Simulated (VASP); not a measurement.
# BAs (F-43m) in VASP: a series of runs

The runs below take BAs through single point, with PBEsol.

Program: VASP 6.6.1. These are calculated values, not measurements. Logs are shortened: lines on timing, memory, paths and dates and some standing lists are left out, and cuts for length are marked.

**1. The cell of the first run**

Symmetry: F-43m, No. 216, cubic system. The conventional cell has a = 4.855 Å, b = 4.855 Å, c = 4.855 Å, α = 90.00°, β = 90.00°, γ = 90.00°. Within 2.8 Å of B (site symmetry -43m) lie 4 As at 2.10 Å. As (site symmetry -43m) has 4 B at 2.10 Å within 2.8 Å.

**2. Single point, PBEsol**

The input, INCAR:

```
  ALGO = Normal
  EDIFF = 1E-6
  ENCUT = 520
  GGA = PS
  ISIF = 2
  ISMEAR = 0
  LASPH = True
  LCHARG = False
  LREAL = False
  LWAVE = False
  NBANDS = 11
  NELM = 80
  PREC = Accurate
  SIGMA = 0.01
```

The input, KPOINTS:

```
k-points
0
Gamma
  8 8 8
```

The input, POSCAR:

```
BAs
1.0
    0.0000000000      2.4276626983      2.4276626983
    2.4276626983      0.0000000000      2.4276626983
    2.4276626983      2.4276626983      0.0000000000
B As
1 1
Direct
    0.0000000000      0.0000000000      0.0000000000
    0.2500000000      0.2500000000      0.2500000000
```

Potentials or basis: VASP PAW PBE potentials, release 64 (B, As).

Launch:

```console
cat potpaw_PBE.64/B/POTCAR potpaw_PBE.64/As/POTCAR > POTCAR
mpirun -np 1 vasp_std > vasp.out
```

OUTCAR:

```text
EDIFF = 1E-6
   ENCUT = 520
   GGA = PS
   ISIF = 2
   ISMEAR = 0
   LASPH = True
   LREAL = False
   NELM = 80
   PREC = Accurate

 ion  position               nearest neighbor table
   1  0.000  0.000  0.000-   2 2.10   2 2.10   2 2.10   2 2.10
   2  0.250  0.250  0.250-   1 2.10   1 2.10   1 2.10   1 2.10

  LATTYP: Found a face centered cubic cell.
 ALAT       =     4.8553253966

  Lattice vectors:

 A1 = (   0.0000000000,   2.4276626983,   2.4276626983)
 A2 = (   2.4276626983,   0.0000000000,   2.4276626983)
 A3 = (   2.4276626983,   2.4276626983,   0.0000000000)

Analysis of symmetry for initial positions (statically):
=====================================================================
 Subroutine PRICEL returns:
 Original cell was already a primitive cell.

 Routine SETGRP: Setting up the symmetry group for a
 face centered cubic supercell.

 Subroutine GETGRP returns: Found 24 space group operations
 (whereof 24 operations were pure point group operations)
 out of a pool of 48 trial point group operations.

The static configuration has the point symmetry T_d .

Analysis of symmetry for dynamics (positions and initial velocities):
=====================================================================
 Subroutine PRICEL returns:
 Original cell was already a primitive cell.

 Routine SETGRP: Setting up the symmetry group for a
 face centered cubic supercell.

 Subroutine GETGRP returns: Found 24 space group operations
 (whereof 24 operations were pure point group operations)
 out of a pool of 48 trial point group operations.

The dynamic configuration has the point symmetry T_d .

 Subroutine INISYM returns: Found 24 space group operations
 (whereof 24 operations are pure point group operations),
 and found     1 'primitive' translations

----------------------------------------------------------------------------------------

                                     Primitive cell

  volume of cell :      28.6151

  direct lattice vectors                    reciprocal lattice vectors
     0.000000000  2.427662698  2.427662698    -0.205959419  0.205959419  0.205959419
     2.427662698  0.000000000  2.427662698     0.205959419 -0.205959419  0.205959419
     2.427662698  2.427662698  0.000000000     0.205959419  0.205959419 -0.205959419

  length of vectors
     3.433233513  3.433233513  3.433233513     0.356732179  0.356732179  0.356732179

  position of ions in fractional coordinates (direct lattice)
     0.000000000  0.000000000  0.000000000
     0.250000000  0.250000000  0.250000000

  ion indices of the primitive-cell ions
[... 79 lines left out ...]
   IBRION =     -1    ionic relax: 0-MD 1-quasi-New 2-CG
   NFREE  =      0    steps in history (QN), initial steepest desc. (CG)
   ISIF   =      2    stress and relaxation
   ISYM   =      2    0-nonsym 1-usesym 2-fastsym
   POTIM  = 0.5000    time-step for ionic-motion
   TEBEG  =    0.0;   TEEND  =   0.0 temperature during run
   PSTRESS=    0.0 pullay stress
   NELECT =       8.0000    total number of electrons
   NUPDOWN=      -1.0000    fix difference up-down
   EMIN   =  10.00;   EMAX   =-10.00  energy-range for DOS
   EFERMI =   0.00;   METHOD = LEGACY
   ISMEAR =     0;   SIGMA  =   0.01  broadening in eV -4-tet -1-fermi 0-gaus
   EFERMI_NEDOS =   21; number of points for ismear=-14 and -15
   IALGO  =     38    algorithm
   IMIX   =      4    mixing-type and parameters
     AMIX     =   0.40;   BMIX     =  1.00
     AMIX_MAG =   1.60;   BMIX_MAG =  1.00
  volume/ion in A,a.u.               =      14.31        96.55
  Fermi-wavevector in a.u.,A,eV,Ry     =   1.070467  2.022889 15.590901  1.145899
  Thomas-Fermi vector in A             =   2.206178
   LORBIT       =      0    0 simple, 1 ext, 2 COOP (PROOUT), +10 PAW based schemes
   GGA     = PS    functional components
   LHFCALC =     F    Hartree Fock is set to
   AEXX    =    0.0000 exact exchange contribution
   IVDW    =     0    specifies the selected vdW correction
   LEPSILON=     F    determine dielectric tensor
   LRPA    =     F    only Hartree local field effects (RPA)
 non-spin polarized calculation
 Gauss-broadening in eV      SIGMA  =   0.01
  energy-cutoff  :      520.00
  volume of cell :       28.62
 maximum number of plane-waves:       783
 NGX is ok and might be reduce to    28
   NGX = 13   NGY = 13   NGZ = 13

 number of electron       7.9999999 magnetization

 Free energy of the ion-electron system (eV)
  ---------------------------------------------------
  ext. energy  EPLUGINS =         0.00000000
  ---------------------------------------------------
  free energy    TOTEN  =       -12.17475920 eV

  energy without entropy =      -12.17475920  energy(sigma->0) =      -12.17475920

 E-fermi :   5.6393     XC(G=0): -10.5245

 val. band max:        5.5182513314   @ k =   0.0000   0.0000   0.0000
 cond. band min:       6.6551170626   @ k =   0.3750   0.3750   0.0000
 fundamental gap:      1.1368657312
 Fermi energy:         5.6393448421

 k-point     1 :       0.0000    0.0000    0.0000
  band No.  band energies     occupation
      1      -9.4827      2.00000
      2       5.5183      2.00000
      3       5.5183      2.00000
      4       5.5183      2.00000
      5       8.6988      0.00000
      6       8.6988      0.00000
      7       8.6988      0.00000
      8       9.5904      0.00000
      9      14.6319      0.00000
     10      18.2505      0.00000
     11      18.2505      0.00000
[... 309 lines left out ...]
 k-point    24 :      -0.3750    0.2500    0.1250
  band No.  band energies     occupation
      1      -6.2315      2.00000
      2      -2.4991      2.00000
      3       1.1080      2.00000
      4       2.5785      2.00000
      5       9.3238      0.00000
      6      10.0828      0.00000
      7      12.6882      0.00000
      8      14.1917      0.00000
      9      15.5464      0.00000
     10      19.3085      0.00000
     11      20.2451      0.00000

 [... further k-points ...]
[... 5 lines left out ...]
  --------------------------------------------------------------------------------------
  -------------------------------------------------------------------------------------
  Total       -1.1016213     -1.1016213     -1.1016213      0.0000000      0.0000000      0.0000000
  in kB      -61.6805011    -61.6805011    -61.6805011      0.0000000      0.0000000      0.0000000
  external PRESSURE =     -61.6805011 kB  Pullay stress =       0.0000000 kB

 VOLUME and BASIS-vectors are now :
 -----------------------------------------------------------------------------
  energy-cutoff  :      520.00
  volume of cell :       28.62
      direct lattice vectors                 reciprocal lattice vectors
     0.000000000  2.427662698  2.427662698    -0.205959419  0.205959419  0.205959419
     2.427662698  0.000000000  2.427662698     0.205959419 -0.205959419  0.205959419
     2.427662698  2.427662698  0.000000000     0.205959419  0.205959419 -0.205959419

 POSITION                                       TOTAL-FORCE (eV/Angst)
 -----------------------------------------------------------------------------------
      0.00000      0.00000      0.00000         0.000000      0.000000      0.000000
      1.21383      1.21383      1.21383        -0.000000     -0.000000     -0.000000
 -----------------------------------------------------------------------------------
    total drift:                               -0.000000     -0.000000     -0.000000

  FREE ENERGIE OF THE ION-ELECTRON SYSTEM (eV)
  ---------------------------------------------------
  free  energy   TOTEN  =       -12.1747591966 eV

  energy  without entropy=      -12.1747591966  energy(sigma->0) =      -12.17475920
```

OSZICAR:

```text
N       E                     dE             d eps       ncg     rms          rms(c)
DAV:   1     0.118302372861E+02    0.11830E+02   -0.37918E+03   638   0.638E+02
DAV:   2    -0.119448624805E+02   -0.23775E+02   -0.22715E+02   880   0.106E+02
DAV:   3    -0.126936090564E+02   -0.74875E+00   -0.74765E+00   806   0.169E+01
DAV:   4    -0.126957500887E+02   -0.21410E-02   -0.21409E-02   718   0.101E+00
DAV:   5    -0.126957532881E+02   -0.31994E-05   -0.31994E-05   766   0.428E-02    0.450E+00
DAV:   6    -0.122408505788E+02    0.45490E+00   -0.12051E+00   683   0.427E+00    0.224E+00
DAV:   7    -0.121830884531E+02    0.57762E-01   -0.14942E-01   731   0.188E+00    0.889E-01
DAV:   8    -0.121745661124E+02    0.85223E-02   -0.17102E-02   701   0.706E-01    0.861E-02
DAV:   9    -0.121747002671E+02   -0.13415E-03   -0.68554E-04   728   0.151E-01    0.459E-02
DAV:  10    -0.121747565110E+02   -0.56244E-04   -0.86302E-05   671   0.545E-02    0.904E-03
DAV:  11    -0.121747591556E+02   -0.26446E-05   -0.18264E-06   781   0.979E-03    0.797E-03
DAV:  12    -0.121747591966E+02   -0.40981E-07   -0.10802E-06   520   0.527E-03
   1 F= -.12174759E+02 E0= -.12174759E+02  d E =-.685272E-68
```

stdout:

```text
POSCAR found type information on POSCAR B As
 POSCAR found :  2 types and       2 ions
 scaLAPACK will be used
 -----------------------------------------------------------------------------
|                                                                             |
|                                                                             |
|     You enforced a specific xc type in the INCAR file but a different       |
|     I HOPE YOU KNOW WHAT YOU ARE DOING!                                     |
|                                                                             |
 -----------------------------------------------------------------------------

 LDA part: xc-table for (Slater+PW92), standard interpolation
 POSCAR, INCAR and KPOINTS ok, starting setup
 FFT: planning ... GRIDC
 FFT: planning ... GRID_SOFT
 FFT: planning ... GRID
 WAVECAR not read
 entering main loop
```

It took 11 s on 1 thread of Intel Xeon Platinum 8488C (Sapphire Rapids), shared host; peak memory 0.16 GiB.

Results:

```
Free energy            : -12.1748 eV
Pressure               : -6.2 GPa
Band gap on the k mesh : 1.14 eV, indirect (least direct gap 3.18 eV)
```

Caveat: the PAW data sets were made with another functional, which shifts forces and pressure a little.

**3. Single point, PBEsol**

This run uses another cell than the first one, of 14.65 Å³/atom, 1.024 times its volume.

The input, INCAR:

```
  ALGO = Normal
  EDIFF = 1E-6
  ENCUT = 520
  GGA = PS
  ISIF = 2
  ISMEAR = 0
  LASPH = T
  LCHARG = T
  LELF = T
  LREAL = F
  LVHAR = T
  LWAVE = F
  NBANDS = 11
  NELM = 80
  PREC = Accurate
  SIGMA = 0.01
```

KPOINTS is that of step 2.

The input, POSCAR:

```
BAs
1.0
    0.0000000000      2.4467789396      2.4467789396
    2.4467789396      0.0000000000      2.4467789396
    2.4467789396      2.4467789396      0.0000000000
B As
1 1
Direct
    0.0000000000      0.0000000000      0.0000000000
    0.2500000000      0.2500000000      0.2500000000
```

Potentials or basis: VASP PAW PBE potentials, release 64 (B, As).

Launch:

```console
cat potpaw_PBE.64/B/POTCAR potpaw_PBE.64/As/POTCAR > POTCAR
mpirun -np 1 vasp_std > vasp.out
```

OUTCAR:

```text
EDIFF = 1E-6
   ENCUT = 520
   GGA = PS
   ISIF = 2
   ISMEAR = 0
   LASPH = T
   LREAL = F
   NELM = 80
   PREC = Accurate

 ion  position               nearest neighbor table
   1  0.000  0.000  0.000-   2 2.12   2 2.12   2 2.12   2 2.12
   2  0.250  0.250  0.250-   1 2.12   1 2.12   1 2.12   1 2.12

  LATTYP: Found a face centered cubic cell.
 ALAT       =     4.8935578792

  Lattice vectors:

 A1 = (   0.0000000000,   2.4467789396,   2.4467789396)
 A2 = (   2.4467789396,   0.0000000000,   2.4467789396)
 A3 = (   2.4467789396,   2.4467789396,   0.0000000000)

Analysis of symmetry for initial positions (statically):
=====================================================================
 Subroutine PRICEL returns:
 Original cell was already a primitive cell.

 Routine SETGRP: Setting up the symmetry group for a
 face centered cubic supercell.

 Subroutine GETGRP returns: Found 24 space group operations
 (whereof 24 operations were pure point group operations)
 out of a pool of 48 trial point group operations.

The static configuration has the point symmetry T_d .

[... 164 lines left out ...]
 cond. band min:       6.4297083201   @ k =   0.3750   0.3750   0.0000
 fundamental gap:      1.1577065884
 Fermi energy:         5.3222336402

 k-point     1 :       0.0000    0.0000    0.0000
  band No.  band energies     occupation
      1      -9.5254      2.00000
      2       5.2720      2.00000
      3       5.2720      2.00000
      4       5.2720      2.00000
      5       8.4252      0.00000
      6       8.4252      0.00000
      7       8.4252      0.00000
      8       9.0575      0.00000
      9      14.2780      0.00000
     10      17.9109      0.00000
     11      17.9109      0.00000
[... 309 lines left out ...]
 k-point    24 :      -0.3750    0.2500    0.1250
  band No.  band energies     occupation
      1      -6.3712      2.00000
      2      -2.6054      2.00000
      3       0.9483      2.00000
      4       2.4073      2.00000
      5       9.0201      0.00000
      6       9.7847      0.00000
      7      12.3199      0.00000
      8      13.8021      0.00000
      9      15.2052      0.00000
     10      18.9058      0.00000
     11      19.8227      0.00000

 [... further k-points ...]
[... 5 lines left out ...]
  --------------------------------------------------------------------------------------
  -------------------------------------------------------------------------------------
  Total       -1.5961577     -1.5961577     -1.5961577     -0.0000000      0.0000000     -0.0000000
  in kB      -87.2915452    -87.2915452    -87.2915452     -0.0000000      0.0000000     -0.0000000
  external PRESSURE =     -87.2915452 kB  Pullay stress =       0.0000000 kB

 VOLUME and BASIS-vectors are now :
 -----------------------------------------------------------------------------
  energy-cutoff  :      520.00
  volume of cell :       29.30
      direct lattice vectors                 reciprocal lattice vectors
     0.000000000  2.446778940  2.446778940    -0.204350296  0.204350296  0.204350296
     2.446778940  0.000000000  2.446778940     0.204350296 -0.204350296  0.204350296
     2.446778940  2.446778940  0.000000000     0.204350296  0.204350296 -0.204350296

 POSITION                                       TOTAL-FORCE (eV/Angst)
 -----------------------------------------------------------------------------------
      0.00000      0.00000      0.00000        -0.000000     -0.000000     -0.000000
      1.22339      1.22339      1.22339         0.000000      0.000000      0.000000
 -----------------------------------------------------------------------------------
    total drift:                               -0.000000     -0.000000      0.000000

  FREE ENERGIE OF THE ION-ELECTRON SYSTEM (eV)
  ---------------------------------------------------
  free  energy   TOTEN  =       -12.1431108825 eV

  energy  without entropy=      -12.1431108825  energy(sigma->0) =      -12.14311088
```

stdout:

```text
POSCAR found type information on POSCAR B As
 POSCAR found :  2 types and       2 ions
 scaLAPACK will be used
 -----------------------------------------------------------------------------
|                                                                             |
|                                                                             |
|     You enforced a specific xc type in the INCAR file but a different       |
|     I HOPE YOU KNOW WHAT YOU ARE DOING!                                     |
|                                                                             |
 -----------------------------------------------------------------------------

 LDA part: xc-table for (Slater+PW92), standard interpolation
 POSCAR, INCAR and KPOINTS ok, starting setup
 FFT: planning ... GRIDC
 FFT: planning ... GRID_SOFT
 FFT: planning ... GRID
 WAVECAR not read
 entering main loop
```

Wall time 9.3 s (1 thread of Intel Xeon Platinum 8488C (Sapphire Rapids), shared host); peak memory 0.15 GiB.

Results:

| Property | Result |
| --- | --- |
| Free energy | -12.1431 eV |
| Pressure | -8.7 GPa |
| Band gap on the k mesh | 1.16 eV, indirect (least direct gap 3.15 eV) |

Caveat: the PAW data sets were made with another functional, which shifts forces and pressure a little.

**4. Single point, PBEsol**

This run uses another cell than the first one, of 14.99 Å³/atom, 1.048 times its volume.

The input, INCAR:

```
ALGO     = Normal         # electronic algorithm
EDIFF    = 1E-6           # SCF threshold, eV
ENCUT    = 520            # plane-wave cutoff, eV
GGA      = PS             # functional
ISIF     = 2              # what is computed and relaxed
ISMEAR   = 0              # smearing method
LASPH    = T              # aspherical terms in the spheres
LCHARG   = F              # write CHGCAR
LREAL    = F              # projectors in reciprocal space
LWAVE    = F              # write WAVECAR
NBANDS   = 11             # bands
NELM     = 60             # most SCF steps
PREC     = Accurate       # precision mode
SIGMA    = 0.01           # smearing width, eV
```

KPOINTS is that of step 3.

The input, POSCAR:

```
BAs
1.0
    0.0000000000      2.4656010558      2.4656010558
    2.4656010558      0.0000000000      2.4656010558
    2.4656010558      2.4656010558      0.0000000000
B As
1 1
Direct
    0.0000000000      0.0000000000      0.0000000000
    0.2500000000      0.2500000000      0.2500000000
```

Launch:

```console
cat potpaw_PBE.64/B/POTCAR potpaw_PBE.64/As/POTCAR > POTCAR
mpirun -np 1 vasp_std > vasp.out
```

It took 11 s on 1 thread of Intel Xeon Platinum 8488C (Sapphire Rapids), shared host; peak memory 0.16 GiB.

Results (log left out):

```
Free energy            : -12.1012 eV
Pressure               : -11.0 GPa
Band gap on the k mesh : 1.18 eV, indirect (least direct gap 3.13 eV)
```

Levels at points of the mesh, in eV from the valence-band top:
| k point | band 1 | band 2 | band 3 | band 4 | band 5 | band 6 | band 7 | band 8 | band 9 |
| --- | --- | --- | --- | --- | --- | --- | --- | --- | --- |
| (0.00, 0.00, 0.00) | -14.60 | 0.00 | 0.00 | 0.00 | 3.13 | 3.13 | 3.13 | 3.51 | 8.90 |
| (0.50, 0.00, 0.00) | -12.05 | -8.16 | -1.67 | -1.67 | 2.12 | 4.61 | 4.61 | 8.50 | 11.88 |
| (0.50, 0.50, 0.00) | -10.89 | -8.02 | -3.72 | -3.72 | 1.40 | 1.44 | 10.46 | 10.46 | 11.96 |

Caveat: the PAW data sets were made with another functional, which shifts forces and pressure a little.

**5. Overview**

```csv
cell,gap on the mesh (eV),pressure (GPa)
"a = 3.433 Å, angles 60.0°, 2 atoms",1.14,-6.2
"a = 3.460 Å, angles 60.0°, 2 atoms",1.16,-8.7
"a = 3.487 Å, angles 60.0°, 2 atoms",1.18,-11.0
```

Alike in all rows: task single point; level PBEsol; potentials or basis VASP PAW PBE potentials, release 64 (B, As); no spin polarisation; k mesh 8 × 8 × 8; cutoff (eV) 520; smearing gaussian 0.01 eV.

Caveats: the PAW data sets were made with another functional, which shifts forces and pressure a little.

Absolute energies hang on the potentials; compare differences alone.
